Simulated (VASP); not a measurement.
Write the native input for VASP 6.6.1 that does the following.

```
Task                   : single point
Functional             : LDA
Potentials or basis    : VASP PAW LDA potentials, release 64 (Ga_d, N)
Cutoff                 : 520 eV
k mesh                 : 6 × 6 × 6
Occupations            : gaussian, width 0.05 eV
Spin                   : no spin polarisation
Dipole correction      : no
Further INCAR settings : ALGO = Normal; EDIFF = 1e-06; NBANDS = 46
```

The structure of GaN lies in POSCAR:

```
GaN
1.0
    4.5070012150      0.0000000000      0.0000000000
    0.0000000000     -4.5070012150      0.0000000000
    0.0000000000      0.0000000000     -4.5070012150
Ga N
4 4
Direct
    0.0000000000      0.5000000000      0.4600621363
    0.5000000000      0.0000000000      0.5000000000
    0.5000000000      0.5000000000      0.0000000000
    0.0000000000      0.0000000000      0.0000000000
    0.7500000000      0.7500000000      0.7500000000
    0.2500000000      0.2500000000      0.7500000000
    0.2500000000      0.7500000000      0.2500000000
    0.7500000000      0.2500000000      0.2500000000
```

This cell differs from its parent crystal: atom 1 (Ga) moved +0.180 Å along Cartesian [0 0 1].

These files were run (other wordings do the same):

INCAR

```
ALGO     = Normal         # electronic algorithm
EDIFF    = 1E-6           # SCF threshold, eV
ENCUT    = 520            # plane-wave cutoff, eV
GGA      = CA             # functional
ISIF     = 2              # what is computed and relaxed
ISMEAR   = 0              # smearing method
LASPH    = T              # aspherical terms in the spheres
LCHARG   = F              # write CHGCAR
LREAL    = F              # projectors in reciprocal space
LWAVE    = F              # write WAVECAR
NBANDS   = 46             # bands
NELM     = 60             # most SCF steps
PREC     = Accurate       # precision mode
SIGMA    = 0.05           # smearing width, eV
```

KPOINTS

```
k-points
0
Gamma
  6 6 6
```

Potentials or basis: VASP PAW LDA potentials, release 64 (Ga_d, N).

Command:

```sh
$ cat potpaw_LDA.64/Ga_d/POTCAR potpaw_LDA.64/N/POTCAR > POTCAR
$ mpirun -np 1 vasp_std > vasp.out
```

It gave:

```yaml
Pressure: -4.5 GPa
Largest_force: 3.061 eV/Å
Band_gap_on_the_k_mesh: 1.59 eV
```

Caveat: the cell differs from its parent crystal (atom 1 (Ga) moved +0.180 Å along Cartesian [0 0 1]); the cell stands under tension; forces of over 1 eV/Å act on the atoms, so gaps and moduli don't describe the material at rest.

Wall time 5.5 min on 1 thread of Intel Xeon 8259CL (shared host), peak memory 0.28 GiB.
